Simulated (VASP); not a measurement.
NaZr2 (C15 type), 6 atoms in the cell. It takes space group Fd-3m (No. 227, cubic). Conventional cell: a = 8.590 Å, b = 8.590 Å, c = 8.590 Å, α = 90.00°, β = 90.00°, γ = 90.00°. Within 4.7 Å of Na (site symmetry -43m) lie 12 Zr at 3.56 Å and 4 Na at 3.72 Å. Within 4.0 Å of Zr (site symmetry -3m) lie 6 Zr at 3.04 Å and 6 Na at 3.56 Å. 

```yaml
Program: VASP 6.6.1
Task: electric field gradients
Functional: PBE
Potentials_or_basis: VASP PAW PBE potentials, release 64 (Na_pv, Zr_sv)
Cutoff: 520 eV
k_mesh: 7 × 7 × 7
Occupations: fermi-dirac, width 0.05 eV
Spin: no spin polarisation
Dipole_correction: no
Further_INCAR_settings: ALGO = Normal; EDIFF = 1e-08; NBANDS = 40
```

Potentials or basis: VASP PAW PBE potentials, release 64 (Na_pv, Zr_sv).

Launch:

```sh
$ cat potpaw_PBE.64/Na_pv/POTCAR potpaw_PBE.64/Zr_sv/POTCAR > POTCAR
$ mpirun -np 1 vasp_std > vasp.out
```

Hardware: 1 thread of Intel(R) Xeon(R) 6975P-C (Granite Rapids), with other jobs on the host.

How long does it take, and how much memory?

Run time: 80 s on 1 thread of Intel(R) Xeon(R) 6975P-C (Granite Rapids), on a shared host, peak memory 0.36 GiB. Counts: scf iterations 15, k points 20.
